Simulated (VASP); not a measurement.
# Cr (Im-3m) in VASP: further runs

The runs below take Cr through single point, with PBE.

All numbers are computed with VASP 6.6.1; they aren't measurements. Logs are shortened: lines on timing, memory, paths and dates and some standing lists are left out, and cuts for length are marked.

### Step 1. The cell of the first run

Symmetry: Im-3m, No. 229, cubic system. The conventional cell has a = 2.729 Å, b = 2.729 Å, c = 2.729 Å, α = 90.00°, β = 90.00°, γ = 90.00°. Within 3.1 Å of Cr (site symmetry m-3m) lie 14 Cr at 2.36 to 2.73 Å.

### Step 2. Single point, PBE (volume scaled by 0.88)

INCAR

```
SYSTEM = Cr
ALGO     = Fast           ! electronic algorithm
EDIFF    = 1E-6           ! SCF threshold, eV
ENCUT    = 520            ! plane-wave cutoff, eV
GGA      = PE             ! functional
ISIF     = 2              ! what is computed and relaxed
ISMEAR   = 0              ! smearing method
LASPH    = .TRUE.         ! aspherical terms in the spheres
LCHARG   = .FALSE.        ! write CHGCAR
LREAL    = .FALSE.        ! projectors in reciprocal space
LWAVE    = .FALSE.        ! write WAVECAR
NBANDS   = 12             ! bands
NELM     = 80             ! most SCF steps
PREC     = Accurate       ! precision mode
SIGMA    = 0.1            ! smearing width, eV
```

KPOINTS

```
k-points
0
G
  20 20 20
  0 0 0
```

POSCAR

```
Cr
1.0
   -1.3645149290      1.3645149290      1.3645149290
    1.3645149290     -1.3645149290      1.3645149290
    1.3645149290      1.3645149290     -1.3645149290
Cr
1
Direct
    0.0000000000      0.0000000000      0.0000000000
```

Potentials or basis: VASP PAW PBE potentials, release 64 (Cr_pv).

Started as:

```sh
$ cat potpaw_PBE.64/Cr_pv/POTCAR > POTCAR
$ mpirun -np 1 vasp_std > vasp.out
```

OUTCAR:

```text
SYSTEM = Cr
   EDIFF = 1E-6
   ENCUT = 520
   GGA = PE
   ISIF = 2
   ISMEAR = 0
   LASPH = .TRUE.
   LREAL = .FALSE.
   NELM = 80
   PREC = Accurate

 ion  position               nearest neighbor table
   1  0.000  0.000  0.000-

  LATTYP: Found a body centered cubic cell.
 ALAT       =     2.7290298580

  Lattice vectors:

 A1 = (  -1.3645149290,   1.3645149290,   1.3645149290)
 A2 = (   1.3645149290,  -1.3645149290,   1.3645149290)
 A3 = (   1.3645149290,   1.3645149290,  -1.3645149290)

Analysis of symmetry for initial positions (statically):
=====================================================================
 Subroutine PRICEL returns:
 Original cell was already a primitive cell.

 Routine SETGRP: Setting up the symmetry group for a
 body centered cubic supercell.

 Subroutine GETGRP returns: Found 48 space group operations
 (whereof 48 operations were pure point group operations)
 out of a pool of 48 trial point group operations.

The static configuration has the point symmetry O_h .

Analysis of symmetry for dynamics (positions and initial velocities):
=====================================================================
 Subroutine PRICEL returns:
 Original cell was already a primitive cell.

 Routine SETGRP: Setting up the symmetry group for a
 body centered cubic supercell.

 Subroutine GETGRP returns: Found 48 space group operations
 (whereof 48 operations were pure point group operations)
 out of a pool of 48 trial point group operations.

The dynamic configuration has the point symmetry O_h .

 Subroutine INISYM returns: Found 48 space group operations
 (whereof 48 operations are pure point group operations),
 and found     1 'primitive' translations

----------------------------------------------------------------------------------------

                                     Primitive cell

  volume of cell :      10.1624

  direct lattice vectors                    reciprocal lattice vectors
    -1.364514929  1.364514929  1.364514929     0.000000000  0.366430582  0.366430582
     1.364514929 -1.364514929  1.364514929     0.366430582  0.000000000  0.366430582
     1.364514929  1.364514929 -1.364514929     0.366430582  0.366430582  0.000000000

  length of vectors
     2.363409185  2.363409185  2.363409185     0.518211099  0.518211099  0.518211099

  position of ions in fractional coordinates (direct lattice)
     0.000000000  0.000000000  0.000000000

  ion indices of the primitive-cell ions
   primitive index   ion index
                 1           1

----------------------------------------------------------------------------------------

 KPOINTS: k-points

Automatic generation of k-mesh.
 Grid dimensions read from file:
 generate k-points for:   20   20   20

 Generating k-lattice:

  Cartesian coordinates                     Fractional coordinates (reciprocal lattice)
     0.000000000  0.018321529  0.018321529     0.050000000  0.000000000  0.000000000
     0.018321529  0.000000000  0.018321529     0.000000000  0.050000000  0.000000000
     0.018321529  0.018321529  0.000000000     0.000000000  0.000000000  0.050000000

  Length of vectors
     0.025910555  0.025910555  0.025910555

  Shift w.r.t. Gamma in fractional coordinates (k-lattice)
     0.000000000  0.000000000  0.000000000

 Subroutine IBZKPT returns following result:
 ===========================================

 Found    256 irreducible k-points:

 Following reciprocal coordinates:
            Coordinates               Weight
  0.000000  0.000000  0.000000      1.000000
  0.050000  0.000000  0.000000     12.000000
  0.100000  0.000000  0.000000     12.000000
  0.150000  0.000000  0.000000     12.000000
  0.200000  0.000000  0.000000     12.000000
  0.250000  0.000000  0.000000     12.000000
[... 16 lines left out ...]
  0.200000  0.100000 -0.000000     48.000000
  0.250000  0.100000  0.000000     48.000000
 [... further k-points ...]
   k-points           NKPTS =    256   k-points in BZ     NKDIM =    256   number of bands    NBANDS=     12
   number of dos      NEDOS =    301   number of ions     NIONS =      1
   total plane-waves  NPLWV =   5832
   dimension x,y,z NGX =    18 NGY =   18 NGZ =   18
   dimension x,y,z NGXF=    36 NGYF=   36 NGZF=   36
   ions per type =               1
   NGX,Y,Z   is equivalent  to a cutoff of  12.66, 12.66, 12.66 a.u.
   NGXF,Y,Z  is equivalent  to a cutoff of  25.32, 25.32, 25.32 a.u.
 SYSTEM =  Cr
   PREC   = accura    normal or accurate (medium, high low for compatibility)
   ISTART =      0    job   : 0-new  1-cont  2-samecut
   ICHARG =      2    charge: 1-file 2-atom 10-const
   ISPIN  =      1    spin polarized calculation?
   LNONCOLLINEAR =      F non collinear calculations
   LSORBIT =      F    spin-orbit coupling
   LASPH  =      T    aspherical Exc in radial PAW
   ENCUT  =  520.0 eV  38.22 Ry    6.18 a.u.   4.39  4.39  4.39*2*pi/ulx,y,z
   NELM   =     80;   NELMIN=  2; NELMDL= -5     # of ELM steps
   EDIFF  = 0.1E-05   stopping-criterion for ELM
   LREAL  =      F    real-space projection
   EDIFFG = 0.1E-04   stopping-criterion for IOM
   NSW    =      0    number of steps for IOM
   IBRION =     -1    ionic relax: 0-MD 1-quasi-New 2-CG
   NFREE  =      0    steps in history (QN), initial steepest desc. (CG)
   ISIF   =      2    stress and relaxation
   ISYM   =      2    0-nonsym 1-usesym 2-fastsym
   POTIM  = 0.5000    time-step for ionic-motion
   TEBEG  =    0.0;   TEEND  =   0.0 temperature during run
   PSTRESS=    0.0 pullay stress
   NELECT =      12.0000    total number of electrons
   NUPDOWN=      -1.0000    fix difference up-down
   EMIN   =  10.00;   EMAX   =-10.00  energy-range for DOS
   EFERMI =   0.00;   METHOD = LEGACY
   ISMEAR =     0;   SIGMA  =   0.10  broadening in eV -4-tet -1-fermi 0-gaus
   EFERMI_NEDOS =   21; number of points for ismear=-14 and -15
   IALGO  =     68    algorithm
   IMIX   =      4    mixing-type and parameters
     AMIX     =   0.40;   BMIX     =  1.00
     AMIX_MAG =   1.60;   BMIX_MAG =  1.00
  volume/ion in A,a.u.               =      10.16        68.58
  Fermi-wavevector in a.u.,A,eV,Ry     =   1.730362  3.269910 40.737918  2.994152
  Thomas-Fermi vector in A             =   2.804932
   LORBIT       =      0    0 simple, 1 ext, 2 COOP (PROOUT), +10 PAW based schemes
   GGA     = PE    functional components
   LHFCALC =     F    Hartree Fock is set to
   AEXX    =    0.0000 exact exchange contribution
   IVDW    =     0    specifies the selected vdW correction
   LEPSILON=     F    determine dielectric tensor
   LRPA    =     F    only Hartree local field effects (RPA)
 non-spin polarized calculation
 RMM-DIIS sequential band-by-band and
 Gauss-broadening in eV      SIGMA  =   0.10
  energy-cutoff  :      520.00
  volume of cell :       10.16
 maximum number of plane-waves:       282
 NGX is ok and might be reduce to    18
   NGX =  9   NGY =  9   NGZ =  9

 number of electron      11.9999989 magnetization

 Free energy of the ion-electron system (eV)
  ---------------------------------------------------
  ext. energy  EPLUGINS =         0.00000000
  ---------------------------------------------------
  free energy    TOTEN  =        -9.35515746 eV

  energy without entropy =       -9.35189005  energy(sigma->0) =       -9.35352376

 E-fermi :  12.9362     XC(G=0): -14.4345

 val. band max:       12.9190349780   @ k =   0.4000   0.1000   0.0500
 cond. band min:      12.9479393040   @ k =   0.1500   0.0500   0.0000
 fundamental gap:      0.0289043260
 Fermi energy:        12.9361947003

 k-point     1 :       0.0000    0.0000    0.0000
  band No.  band energies     occupation
      1     -29.6215      2.00000
      2     -29.6215      2.00000
      3     -29.6215      2.00000
      4       4.6268      2.00000
      5      11.8155      2.00000
      6      11.8155      2.00000
      7      11.8155      2.00000
      8      14.2359      0.00000
      9      14.2359      0.00000
     10      20.1064      0.00000
     11      36.2045      0.00000
     12      36.2045      0.00000

 k-point     2 :       0.0500    0.0000    0.0000
  band No.  band energies     occupation
      1     -29.6571      2.00000
      2     -29.6320      2.00000
      3     -29.6219      2.00000
      4       4.7508      2.00000
      5      11.7634      2.00000
      6      11.8073      2.00000
      7      11.9045      2.00000
      8      14.1746      0.00000
      9      14.2393      0.00000
     10      20.1064      0.00000
     11      36.0130      0.00000
     12      36.1973      0.00000

 k-point     3 :       0.1000    0.0000    0.0000
  band No.  band energies     occupation
      1     -29.7593      2.00000
      2     -29.6624      2.00000
      3     -29.6228      2.00000
      4       5.1127      2.00000
      5      11.6145      2.00000
      6      11.7706      2.00000
      7      12.1668      2.00000
      8      14.0249      0.00000
      9      14.2511      0.00000
     10      20.1063      0.00000
     11      35.4329      0.00000
     12      36.1004      0.00000
[... 286 lines left out ...]
 k-point    23 :       0.2000    0.1000   -0.0000
  band No.  band energies     occupation
      1     -30.3622      2.00000
      2     -29.8390      2.00000
      3     -29.6715      2.00000
      4       7.3955      2.00000
      5      10.8293      2.00000
      6      11.1717      2.00000
      7      13.6718      0.00000
      8      14.1959      0.00000
      9      14.5538      0.00000
     10      20.1060      0.00000
     11      31.4673      0.00000
     12      33.3868      0.00000

 k-point    24 :       0.2500    0.1000    0.0000
  band No.  band energies     occupation
      1     -30.5449      2.00000
      2     -29.9136      2.00000
      3     -29.6756      2.00000
      4       7.9403      2.00000
      5      10.5577      2.00000
      6      11.2935      2.00000
      7      13.7929      0.00000
      8      14.5938      0.00000
      9      15.0237      0.00000
     10      20.1057      0.00000
     11      29.6885      0.00000
     12      32.4769      0.00000

 [... further k-points ...]

------------------------ aborting loop because EDIFF is reached ----------------------------------------

  FORCE on cell =-STRESS in cart. coord.  units (eV):
  Direction    XX          YY          ZZ          XY          YZ          ZX
  --------------------------------------------------------------------------------------
  -------------------------------------------------------------------------------------
  Total        2.7250799      2.7250799      2.7250799      0.0000000      0.0000000      0.0000000
  in kB      429.6303550    429.6303550    429.6303550      0.0000000      0.0000000      0.0000000
  external PRESSURE =     429.6303550 kB  Pullay stress =       0.0000000 kB

 VOLUME and BASIS-vectors are now :
 -----------------------------------------------------------------------------
  energy-cutoff  :      520.00
  volume of cell :       10.16
      direct lattice vectors                 reciprocal lattice vectors
    -1.364514929  1.364514929  1.364514929     0.000000000  0.366430582  0.366430582
     1.364514929 -1.364514929  1.364514929     0.366430582  0.000000000  0.366430582
     1.364514929  1.364514929 -1.364514929     0.366430582  0.366430582  0.000000000

 POSITION                                       TOTAL-FORCE (eV/Angst)
 -----------------------------------------------------------------------------------
      0.00000      0.00000      0.00000        -0.000000      0.000000      0.000000
 -----------------------------------------------------------------------------------
    total drift:                                0.000000      0.000000      0.000000

  FREE ENERGIE OF THE ION-ELECTRON SYSTEM (eV)
  ---------------------------------------------------
  free  energy   TOTEN  =        -9.3551574624 eV

  energy  without entropy=       -9.3518900537  energy(sigma->0) =       -9.35352376
```

It took 48 s on 1 thread of Intel Xeon 8259CL, shared host; peak memory 0.14 GiB.

What came out:

```yaml
Free_energy: -9.3552 eV
Pressure: 43.0 GPa
Band_gap_on_the_k_mesh: zero (band 6 reaches 15.83 eV, above the bottom of band 7 at 11.82 eV)
```

Caveat: the run has no spin polarisation, though such a crystal can be magnetic. Spin polarisation is off, so any magnetic state and its effect on volume and gap are missing.

### Step 3. Single point, PBE (volume scaled by 0.91)

INCAR

```
PREC = Accurate
ENCUT = 520
EDIFF = 1E-6
ISMEAR = 0
SIGMA = 0.1
LREAL = False
LASPH = True
NELM = 100
ALGO = Normal
ISIF = 2
LWAVE = False
LCHARG = True
GGA = PE
LELF = True
LVHAR = True
NBANDS = 12
```

KPOINTS

```
regular mesh
0
Gamma
  20 20 20
```

POSCAR

```
Cr
1.0
   -1.3798478407      1.3798478407      1.3798478407
    1.3798478407     -1.3798478407      1.3798478407
    1.3798478407      1.3798478407     -1.3798478407
Cr
1
Direct
    0.0000000000      0.0000000000      0.0000000000
```

Potentials or basis: VASP PAW PBE potentials, release 64 (Cr_pv).

Started as:

```sh
$ cat potpaw_PBE.64/Cr_pv/POTCAR > POTCAR
$ mpirun -np 1 vasp_std > vasp.out
```

It took 40 s on 1 thread of Intel Xeon 8259CL, shared host; peak memory 0.14 GiB.

It converged, with:

| Quantity | Value |
| --- | --- |
| Free energy | -9.4328 eV |
| Pressure | 29.2 GPa |
| Band gap on the k mesh | zero (band 6 reaches 15.17 eV, above the bottom of band 7 at 11.34 eV) |

Levels at points of the mesh, in eV from the Fermi level:
```csv
k point,band 4,band 5,band 6,band 7,band 8,band 9
"(0.00, 0.00, 0.00)",-8.20,-1.06,-1.06,-1.06,1.25,1.25
"(0.50, 0.00, 0.00)",-4.95,-2.83,1.28,1.37,1.66,3.22
"(0.50, 0.50, 0.50)",-4.96,-4.96,2.77,2.77,2.77,7.15
```

Caveat: the run has no spin polarisation, though such a crystal can be magnetic. Spin polarisation is off, so any magnetic state and its effect on volume and gap are missing.
